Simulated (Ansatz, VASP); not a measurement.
## SrCl2: VASP beside Ansatz

```
Sr Cl
1.0
     0.00000    3.42588    3.59477
     3.42588    0.00000    3.59477
     3.42588    3.42588    0.00000
Sr Cl
1 2
Cartesian
  0.0000 0.0000 0.0000
  1.7129 1.7129 1.7974
  5.1388 5.1388 5.3922
```

Alike in both runs: task single point; functional PBE; k mesh 6 × 6 × 6; occupations gaussian, width 0.05 eV; no spin polarisation.

|  | VASP | Ansatz |
| --- | --- | --- |
| version | VASP 6.6.1 | Ansatz 0.2.0 |
| potentials or method | VASP PAW PBE potentials, release 64 (Sr_sv, Cl), cutoff 520 eV | scalar-relativistic, plane waves, PAW |
| valence electrons in the cell | 24 | 24 |

VASP gave:

| Property | Result |
| --- | --- |
| gap on the k mesh at the Fermi level (eV) | 5.16 |
| least direct gap on the mesh (eV) | 5.37 |
| pressure (GPa) | 1.3 |
| traceless stress, the component that is largest in VASP (GPa) | -1.65 |

**Question.** Estimate Ansatz's values.

**Answer.** gap on the k mesh at the Fermi level (eV): 5.17; least direct gap on the mesh (eV): 5.38; pressure (GPa): 1.2; traceless stress, the component that is largest in VASP (GPa): -1.66.

With one functional, cell and mesh, what is left measures potentials, basis and numerics.
